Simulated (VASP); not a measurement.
# HfB2 (P6/mmm) in VASP: a series of runs, part 2 of 2

VASP 6.6.1. Earlier steps stand in the parts before.

## (3) Single point, PBE

This run uses another cell than the first one, of 9.90 Å³/atom, 1.002 times its volume.

Input file INCAR:

```
  PREC = Accurate
  ENCUT = 520
  EDIFF = 1E-6
  ISMEAR = -1
  SIGMA = 0.04
  LREAL = F
  LASPH = T
  NELM = 60
  ALGO = Normal
  ISIF = 2
  LWAVE = F
  LCHARG = F
  GGA = PE
  NBANDS = 15
```

Input file KPOINTS:

```
regular mesh
0
Gamma
  4 4 3
```

Input file POSCAR:

```
HfB2
1.0
    3.1400000000      0.0000000000      0.0000000000
   -1.5700000000      2.7193197679      0.0000000000
    0.0000000000      0.0000000000      3.4800000000
Hf B
1 2
Direct
    0.0000000000      0.0000000000      0.0000000000
    0.6666666667      0.3333333333      0.5000000000
    0.3333333333      0.6666666667      0.5000000000
```

Potentials or basis: VASP PAW PBE potentials, release 64 (Hf_pv, B).

On the command line:

```bash
$ cat potpaw_PBE.64/Hf_pv/POTCAR potpaw_PBE.64/B/POTCAR > POTCAR
$ mpirun -np 1 vasp_std > vasp.out
```

OUTCAR:

```text
PREC = Accurate
   ENCUT = 520
   EDIFF = 1E-6
   ISMEAR = -1
   LREAL = F
   LASPH = T
   NELM = 60
   ISIF = 2
   GGA = PE

 ion  position               nearest neighbor table
   1  0.000  0.000  0.000-   2 2.51   3 2.51   2 2.51   3 2.51   2 2.51   2 2.51   3 2.51   3 2.51
                             2 2.51   2 2.51   3 2.51   3 2.51
   2  0.667  0.333  0.500-   3 1.81   3 1.81   3 1.81   1 2.51   1 2.51   1 2.51   1 2.51   1 2.51
                             1 2.51
   3  0.333  0.667  0.500-   2 1.81   2 1.81   2 1.81   1 2.51   1 2.51   1 2.51   1 2.51   1 2.51
                             1 2.51

  LATTYP: Found a hexagonal cell.
 ALAT       =     3.1400000000
 C/A-ratio  =     1.1082802548

  Lattice vectors:

 A1 = (   3.1400000000,   0.0000000000,   0.0000000000)
 A2 = (  -1.5700000000,   2.7193197679,   0.0000000000)
 A3 = (   0.0000000000,   0.0000000000,   3.4800000000)

Analysis of symmetry for initial positions (statically):
=====================================================================
 Subroutine PRICEL returns:
 Original cell was already a primitive cell.

 Routine SETGRP: Setting up the symmetry group for a
 hexagonal supercell.

 Subroutine GETGRP returns: Found 24 space group operations
 (whereof 24 operations were pure point group operations)
 out of a pool of 24 trial point group operations.

The static configuration has the point symmetry D_6h.

Analysis of symmetry for dynamics (positions and initial velocities):
=====================================================================
 Subroutine PRICEL returns:
 Original cell was already a primitive cell.

 Routine SETGRP: Setting up the symmetry group for a
 hexagonal supercell.

 Subroutine GETGRP returns: Found 24 space group operations
 (whereof 24 operations were pure point group operations)
 out of a pool of 24 trial point group operations.

The dynamic configuration has the point symmetry D_6h.

 Subroutine INISYM returns: Found 24 space group operations
 (whereof 24 operations are pure point group operations),
 and found     1 'primitive' translations

----------------------------------------------------------------------------------------

                                     Primitive cell

  volume of cell :      29.7146

  direct lattice vectors                    reciprocal lattice vectors
     3.140000000  0.000000000  0.000000000     0.318471338  0.183869512  0.000000000
    -1.570000000  2.719319768  0.000000000     0.000000000  0.367739025  0.000000000
     0.000000000  0.000000000  3.480000000     0.000000000  0.000000000  0.287356322

  length of vectors
     3.140000000  3.140000000  3.480000000     0.367739025  0.367739025  0.287356322

  position of ions in fractional coordinates (direct lattice)
     0.000000000  0.000000000  0.000000000
     0.666666667  0.333333333  0.500000000
     0.333333333  0.666666667  0.500000000

  ion indices of the primitive-cell ions
   primitive index   ion index
                 1           1
                 2           2
                 3           3

----------------------------------------------------------------------------------------

 KPOINTS: regular mesh

Automatic generation of k-mesh.
 Grid dimensions read from file:
[... 31 lines left out ...]
   number of dos      NEDOS =    301   number of ions     NIONS =      3
   total plane-waves  NPLWV =  16128
   dimension x,y,z NGX =    24 NGY =   24 NGZ =   28
   dimension x,y,z NGXF=    48 NGYF=   48 NGZF=   56
   ions per type =               1   2
   NGX,Y,Z   is equivalent  to a cutoff of  12.71, 12.71, 13.38 a.u.
   NGXF,Y,Z  is equivalent  to a cutoff of  25.41, 25.41, 26.75 a.u.
 SYSTEM =  unknown system
   PREC   = accura    normal or accurate (medium, high low for compatibility)
   ISTART =      0    job   : 0-new  1-cont  2-samecut
   ICHARG =      2    charge: 1-file 2-atom 10-const
   ISPIN  =      1    spin polarized calculation?
   LNONCOLLINEAR =      F non collinear calculations
   LSORBIT =      F    spin-orbit coupling
   LASPH  =      T    aspherical Exc in radial PAW
   ENCUT  =  520.0 eV  38.22 Ry    6.18 a.u.   5.84  5.84  6.47*2*pi/ulx,y,z
   NELM   =     60;   NELMIN=  2; NELMDL= -5     # of ELM steps
   EDIFF  = 0.1E-05   stopping-criterion for ELM
   LREAL  =      F    real-space projection
   EDIFFG = 0.1E-04   stopping-criterion for IOM
   NSW    =      0    number of steps for IOM
   IBRION =     -1    ionic relax: 0-MD 1-quasi-New 2-CG
   NFREE  =      0    steps in history (QN), initial steepest desc. (CG)
   ISIF   =      2    stress and relaxation
   ISYM   =      2    0-nonsym 1-usesym 2-fastsym
   POTIM  = 0.5000    time-step for ionic-motion
   TEBEG  =    0.0;   TEEND  =   0.0 temperature during run
   PSTRESS=    0.0 pullay stress
   NELECT =      16.0000    total number of electrons
   NUPDOWN=      -1.0000    fix difference up-down
   EMIN   =  10.00;   EMAX   =-10.00  energy-range for DOS
   EFERMI =   0.00;   METHOD = LEGACY
   ISMEAR =    -1;   SIGMA  =   0.04  broadening in eV -4-tet -1-fermi 0-gaus
   EFERMI_NEDOS =   21; number of points for ismear=-14 and -15
   IALGO  =     38    algorithm
   IMIX   =      4    mixing-type and parameters
     AMIX     =   0.40;   BMIX     =  1.00
     AMIX_MAG =   1.60;   BMIX_MAG =  1.00
  volume/ion in A,a.u.               =       9.90        66.84
  Fermi-wavevector in a.u.,A,eV,Ry     =   1.331860  2.516850 24.134693  1.773850
  Thomas-Fermi vector in A             =   2.460838
   LORBIT       =      0    0 simple, 1 ext, 2 COOP (PROOUT), +10 PAW based schemes
   GGA     = PE    functional components
   LHFCALC =     F    Hartree Fock is set to
   AEXX    =    0.0000 exact exchange contribution
   IVDW    =     0    specifies the selected vdW correction
   LEPSILON=     F    determine dielectric tensor
   LRPA    =     F    only Hartree local field effects (RPA)
 non-spin polarized calculation
  energy-cutoff  :      520.00
  volume of cell :       29.71
 maximum number of plane-waves:       816
 NGX is ok and might be reduce to    24
   NGX = 11   NGY = 11   NGZ = 13

 number of electron      15.9999998 magnetization

 Free energy of the ion-electron system (eV)
  ---------------------------------------------------
  ext. energy  EPLUGINS =         0.00000000
  ---------------------------------------------------
  free energy    TOTEN  =       -26.35113085 eV

  energy without entropy =      -26.34476341  energy(sigma->0) =      -26.34794713

 E-fermi :   8.0510     XC(G=0): -12.5933

 val. band max:        6.9227309519   @ k =   0.2500   0.2500   0.0000
 cond. band min:       8.0787747749   @ k =   0.2500   0.2500   0.0000
 fundamental gap:      1.1560438230
 Fermi energy:         8.0510450002

 k-point     1 :       0.0000    0.0000    0.0000
  band No.  band energies     occupation
      1     -22.9862      2.00000
      2     -22.4948      2.00000
      3     -22.4948      2.00000
      4      -6.0662      2.00000
      5       4.6535      2.00000
      6       4.7895      2.00000
      7       4.7895      2.00000
      8       4.9159      2.00000
      9      11.6818      0.00000
     10      11.6818      0.00000
     11      12.3292      0.00000
     12      12.3292      0.00000
     13      12.6768      0.00000
     14      12.6768      0.00000
[... 113 lines left out ...]
      2     -23.0288      2.00000
      3     -22.7979      2.00000
      4      -2.4648      2.00000
      5       0.1376      2.00000
      6       1.8519      2.00000
      7       3.9711      2.00000
      8       4.9069      2.00000
      9      10.6450      0.00000
     10      12.8550      0.00000
     11      13.2881      0.00000
     12      14.0630      0.00000
     13      14.8448      0.00000
     14      16.1593      0.00000
     15      17.4870      0.00000

------------------------ aborting loop because EDIFF is reached ----------------------------------------

  FORCE on cell =-STRESS in cart. coord.  units (eV):
  Direction    XX          YY          ZZ          XY          YZ          ZX
  --------------------------------------------------------------------------------------
  -------------------------------------------------------------------------------------
  Total        0.1960204      0.1960204      0.2781268     -0.0000000     -0.0000000      0.0000000
  in kB       10.5692117     10.5692117     14.9963064     -0.0000000     -0.0000000      0.0000000
  external PRESSURE =      12.0449099 kB  Pullay stress =       0.0000000 kB

 VOLUME and BASIS-vectors are now :
 -----------------------------------------------------------------------------
  energy-cutoff  :      520.00
  volume of cell :       29.71
      direct lattice vectors                 reciprocal lattice vectors
     3.140000000  0.000000000  0.000000000     0.318471338  0.183869512  0.000000000
    -1.570000000  2.719319768  0.000000000     0.000000000  0.367739025  0.000000000
     0.000000000  0.000000000  3.480000000     0.000000000  0.000000000  0.287356322

 POSITION                                       TOTAL-FORCE (eV/Angst)
 -----------------------------------------------------------------------------------
      0.00000      0.00000      0.00000        -0.000000      0.000000      0.000000
      1.57000      0.90644      1.74000         0.000000     -0.000000      0.000000
     -0.00000      1.81288      1.74000        -0.000000      0.000000      0.000000
 -----------------------------------------------------------------------------------
    total drift:                               -0.000000      0.000000      0.000000

  FREE ENERGIE OF THE ION-ELECTRON SYSTEM (eV)
  ---------------------------------------------------
  free  energy   TOTEN  =       -26.3511308486 eV

  energy  without entropy=      -26.3447634069  energy(sigma->0) =      -26.34794713
```

Run time: 9 s. Hardware: 1 thread of AMD EPYC 7R43 (Zen 3), shared host; peak memory 0.11 GiB.

Results:

```
Free energy            : -26.3511 eV
Pressure               : 1.2 GPa
Band gap on the k mesh : zero (band 8 reaches 8.46 eV, above the bottom of band 9 at 8.08 eV)
```

Levels at points of the mesh, in eV from the Fermi level:
```tsv
k point	band 5	band 6	band 7	band 8	band 9	band 10	band 11	band 12
(0.00, 0.00, 0.00)	-3.40	-3.26	-3.26	-3.14	3.63	3.63	4.28	4.28
(0.50, 0.00, 0.00)	-9.41	-4.50	-3.79	-3.25	1.76	2.34	5.19	5.33
```

Caveat: the k points lie up to 0.60 Å⁻¹ apart; spin-orbit coupling is left out, which moves the levels of the heavy elements.
